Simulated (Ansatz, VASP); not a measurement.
Li2HfN2 in VASP and in Ansatz

Contents of INCAR:

```
SYSTEM = Li2HfN2
ALGO = Normal
EDIFF = 1E-7
ENCUT = 520
GGA = CA
ISIF = 2
ISMEAR = 0
LASPH = .TRUE.
LCHARG = .TRUE.
LELF = .TRUE.
LREAL = .FALSE.
LVHAR = .TRUE.
LWAVE = .FALSE.
NBANDS = 21
NELM = 100
PREC = Accurate
SIGMA = 0.05
```

File KPOINTS:

```
k-points
0
G
  9 9 6
  0 0 0
```

File POSCAR:

```
Li2HfN2
1.0
    3.2371209533      0.0000000000      0.0000000000
   -1.6185604767      2.8034289807      0.0420514347
    0.0000000000      0.0813539277      5.4235951800
Li Hf N
2 1 2
Direct
    0.6666666667      0.3333333333      0.3827885700
    0.3333333333      0.6666666667      0.6172114300
    0.0000000000      0.0000000000      0.0000000000
    0.6666666667      0.3333333333      0.7793848600
    0.3333333333      0.6666666667      0.2206151400
```

Input for Ansatz:

```yaml
crystal:
  lattice:
    - [3.2371209533, 0.0, 0.0]
    - [-1.6185604767, 2.8034289807, 0.0420514347]
    - [0.0, 0.0813539277, 5.42359518]
  atoms:
    - { symbol: Li, position: [0.6666666667, 0.3333333333, 0.38278857] }
    - { symbol: Li, position: [0.3333333333, 0.6666666667, 0.61721143] }
    - { symbol: Hf, position: [0.0, 0.0, 0.0] }
    - { symbol: "N", position: [0.6666666667, 0.3333333333, 0.77938486] }
    - { symbol: "N", position: [0.3333333333, 0.6666666667, 0.22061514] }
basis:
  ecutwfc: 420
kpoints:
  mp_grid: { grid: [9, 9, 6] }
hamiltonian:
  xc: lda
scf:
  occupations: { method: gaussian, width: 0.05 }
output:
  forces: true
  stress: true
  eigenvalues: true
```

Change from the starting cell: strain +0.0300 x Voigt [0, 0, 0, 1, 0, 0], atoms carried along.

Alike in both runs: task single point; functional LDA; k mesh 9 × 9 × 6; occupations gaussian, width 0.05 eV; no spin polarisation.

```csv
,VASP,Ansatz
version,VASP 6.6.1,Ansatz 0.2.0
potentials or method,"VASP PAW LDA potentials, release 64 (Li_sv, Hf_pv, N), cutoff 520 eV","scalar-relativistic, plane waves, PAW"
valence electrons in the cell,26,42
```

Ansatz gave:

```
gap on the k mesh at the Fermi level (eV) : 1.72
least direct gap on the mesh (eV)         : 2.58
rms of the force components (eV/Å)        : 0.091
```

**Question.** Estimate VASP's values.

**Answer.** gap on the k mesh at the Fermi level (eV): 1.76; least direct gap on the mesh (eV): 2.60; rms of the force components (eV/Å): 0.102.

LDA's correlation is that of Perdew and Zunger in VASP and of Perdew and Wang (1992) in Ansatz. Atom by atom the forces differ by 0.033 eV/Å (rms over components). VASP's potentials hold 26 valence electrons a cell and Ansatz's 42, so a difference there can come from the potentials and not from the codes.

Spin-orbit coupling is off throughout. Noted on VASP's run: the cutoff is short for stress, so the pressure is rough.
